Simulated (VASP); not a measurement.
Write the native input for VASP 6.6.1 that does the following.

- Task: single point
- Functional: PBE
- Potentials or basis: VASP PAW PBE potentials, release 64 (W_sv, Se)
- Cutoff: 520 eV
- k mesh: 12 × 12 × 4
- Occupations: fermi-dirac, width 0.02 eV
- Spin: no spin polarisation
- Dipole correction: no
- Further INCAR settings: ALGO = Normal; EDIFF = 1e-06; NBANDS = 20

The structure of WSe2 lies in POSCAR:

```
WSe2
1.0
    3.4389928780      0.0000000000      0.0000000000
   -1.7194964390      2.8554699863      0.0000000000
    0.0000000000      0.0000000000      7.1842669523
W Se
1 2
Direct
   -0.0018005424     -0.0036010847      0.0000000000
    0.3342336045      0.6684672091      0.2285019828
    0.3342336045      0.6684672091      0.7714980172
```

This cell differs from its parent crystal: uniaxial x strain +4.3%.

These files were run (other wordings do the same):

INCAR

```
PREC = Accurate ; ENCUT = 520
EDIFF = 1E-6 ; ISMEAR = -1
SIGMA = 0.02 ; LREAL = F
LASPH = T ; NELM = 80
ALGO = Normal ; ISIF = 2
LWAVE = F ; LCHARG = T
GGA = PE ; LELF = T
LVHAR = T ; NBANDS = 20
```

KPOINTS

```
Automatic mesh
0
Gamma
  12 12 4
```

Potentials or basis: VASP PAW PBE potentials, release 64 (W_sv, Se).

Run with:

```console
$ cat potpaw_PBE.64/W_sv/POTCAR potpaw_PBE.64/Se/POTCAR > POTCAR
$ mpirun -np 1 vasp_std > vasp.out
```

It gave:

```yaml
Pressure: 0.4 GPa
Largest_force: 0.317 eV/Å
Band_gap_on_the_k_mesh: 1.07 eV (least direct gap 1.31 eV)
```

Caveat: the cell differs from its parent crystal (uniaxial x strain +4.3%); the stress differs along the axes, from -4 to 4 GPa; spin-orbit coupling is left out, which moves the levels of the heavy elements; this functional lacks dispersion, which binds layers or chains, so the pressure and a relaxed spacing across them are unreliable.

It took 100 s on 1 thread of AMD EPYC 9R45 96-Core Processor (Zen 5), with other jobs on the host, peak memory 0.29 GiB.
